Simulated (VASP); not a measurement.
Set up this calculation in VASP 6.6.1, as the native input.

```yaml
Task: single point
Functional: r2SCAN
Potentials_or_basis: VASP PAW PBE potentials, release 64 (Ge_d)
Cutoff: 520 eV
k_mesh: 12 × 12 × 6
Occupations: gaussian, width 0.01 eV
Spin: no spin polarisation
Dipole_correction: no
Further_INCAR_settings: ALGO = Normal; EDIFF = 1e-06; NBANDS = 36
```

Crystal: Ge.

```
CELL_PARAMETERS angstrom
3.99565 0.00000 0.00000
-1.99782 3.46033 0.00000
0.00000 0.00000 6.30559
ATOMIC_POSITIONS crystal
Ge 0.66667 0.33333 0.05984
Ge 0.33333 0.66667 0.55984
Ge 0.66667 0.33333 0.44016
Ge 0.33333 0.66667 0.94016
```

This cell differs from its parent crystal: strain along c alone, the other axes held: -4.5 %, then relaxed in part.

One way to write it, as run:

POSCAR

```
Ge
1.0
    3.9956487028      0.0000000000      0.0000000000
   -1.9978243514      3.4603332812      0.0000000000
    0.0000000000      0.0000000000      6.3055889860
Ge
4
Direct
    0.6666666667      0.3333333333      0.0598422288
    0.3333333333      0.6666666667      0.5598422288
    0.6666666667      0.3333333333      0.4401577712
    0.3333333333      0.6666666667      0.9401577712
```

INCAR.step1

```
SYSTEM = Ge
PREC = Accurate
ENCUT = 520
ISMEAR = 0
SIGMA = 0.01
LREAL = .False.
LASPH = .True.
NELM = 60
NBANDS = 36
GGA = PE
ALGO = Normal
EDIFF = 1E-4
LWAVE = .True.
LCHARG = .False.
```

INCAR.step2

```
SYSTEM = Ge
PREC = Accurate
ENCUT = 520
EDIFF = 1E-6
ISMEAR = 0
SIGMA = 0.01
LREAL = .False.
LASPH = .True.
NELM = 60
ALGO = Normal
ISIF = 2
LWAVE = .False.
LCHARG = .True.
METAGGA = R2SCAN
LMIXTAU = .True.
LELF = .True.
LVHAR = .True.
NBANDS = 36
ISTART = 1
```

KPOINTS

```
Automatic mesh
0
Gamma
  12 12 6
  0 0 0
```

Potentials or basis: VASP PAW PBE potentials, release 64 (Ge_d).

Launch:

```sh
$ cat potpaw_PBE.64/Ge_d/POTCAR > POTCAR
$ cp INCAR.step1 INCAR
$ mpirun -np 1 vasp_std > vasp.out
$ cp INCAR.step2 INCAR
$ mpirun -np 1 vasp_std > vasp.out
```

Results of the run:

```json
{
  "Pressure": "3.9 GPa",
  "Largest force": "0.016 eV/Å",
  "Band gap on the k mesh": "zero (bands 28 and 29 overlap by 0.20 eV)"
}
```

Caveat: the cell differs from its parent crystal (strain along c alone, the other axes held: -4.5 %, then relaxed in part); the cell stands under pressure; semilocal functionals underestimate gaps, so a narrow gap can read as zero; the PAW data sets were made with another functional, which shifts forces and pressure a little.

It took 5.7 min on 1 thread of Intel(R) Xeon(R) 6975P-C (Granite Rapids) (shared host), peak memory 0.31 GiB.
